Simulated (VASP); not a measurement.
BaZn2H6: relaxation of cell and atoms with PBE

Crystal: BaZn2H6.

```
CELL_PARAMETERS angstrom
0.00000 3.87326 3.87326
3.87326 0.00000 3.87326
3.87326 3.87326 0.00000
ATOMIC_POSITIONS crystal
Ba 0.50000 0.50000 0.50000
Zn 0.25000 0.25000 0.25000
Zn 0.75000 0.75000 0.75000
H 0.12219 0.87781 0.87781
H 0.87781 0.12219 0.12219
H 0.87781 0.12219 0.87781
H 0.12219 0.87781 0.12219
H 0.87781 0.87781 0.12219
H 0.12219 0.12219 0.87781
```

The cell was built from a structure type or drawn by symmetry, and may not be a known phase.

```
Program                : VASP 6.6.1
Task                   : relaxation of cell and atoms
Functional             : PBE
Potentials or basis    : VASP PAW PBE potentials, release 64 (Ba_sv, Zn, H)
Cutoff                 : 600 eV
k mesh                 : 8 × 8 × 8
Occupations            : gaussian, width 0.1 eV
Spin                   : no spin polarisation
Dipole correction      : no
Further INCAR settings : ALGO = Normal; EDIFF = 1e-07; IBRION = 2; EDIFFG = -0.01; NSW = 100; ISIF = 3
```

The relaxed volume is 12.92 Å³/atom. The relaxed cell is a = 5.478 Å, b = 5.478 Å, c = 5.478 Å, α = 60.00°, β = 60.00°, γ = 60.00°. The space group after relaxing (to 0.1 Å) is Fm-3m (No. 225), the energy gained by relaxing is 0.0 meV/atom and the ionic steps are 2. The pressure after relaxing is 0.0 GPa and the largest force after relaxing is 0.005 eV/Å. The band gap on the k mesh is zero (bands 20 and 21 overlap by 0.37 eV).

Forces in eV/Å, atoms in the order of the input:
```
Ba   0.000  0.000  0.000
Zn   0.000  0.000  0.000
Zn   0.000  0.000  0.000
H   -0.005  0.000  0.000
H    0.005  0.000  0.000
H    0.000 -0.005  0.000
H    0.000  0.005  0.000
H    0.000  0.000 -0.005
H    0.000  0.000  0.005
```

Final structure:
```
Ba Zn H
1.0
     0.00000    3.87357    3.87357
     3.87357    0.00000    3.87357
     3.87357    3.87357    0.00000
Ba Zn H
1 2 6
Direct
  0.50000 0.50000 0.50000
  0.25000 0.25000 0.25000
  0.75000 0.75000 0.75000
  0.12228 0.87772 0.87772
  0.87772 0.12228 0.12228
  0.87772 0.12228 0.87772
  0.12228 0.87772 0.12228
  0.87772 0.87772 0.12228
  0.12228 0.12228 0.87772
```

Levels at points of the mesh, in eV from the Fermi level:
```tsv
k point	band 17	band 18	band 19	band 20	band 21	band 22	band 23	band 24
(0.00, 0.00, 0.00)	-1.92	-1.92	-1.92	-1.04	-0.23	-0.23	-0.23	1.29
(0.50, 0.00, 0.00)	-2.67	-2.67	-2.50	-0.18	1.71	1.71	2.14	2.14
(0.50, 0.50, 0.00)	-3.07	-2.52	-2.52	-0.28	0.60	1.85	2.51	2.58
```

It took 100 s on 1 thread of Intel(R) Xeon(R) 6975P-C (Granite Rapids) (shared host), peak memory 0.4 GiB.

Caveat: spin-orbit coupling is left out, which moves the levels of the heavy elements.
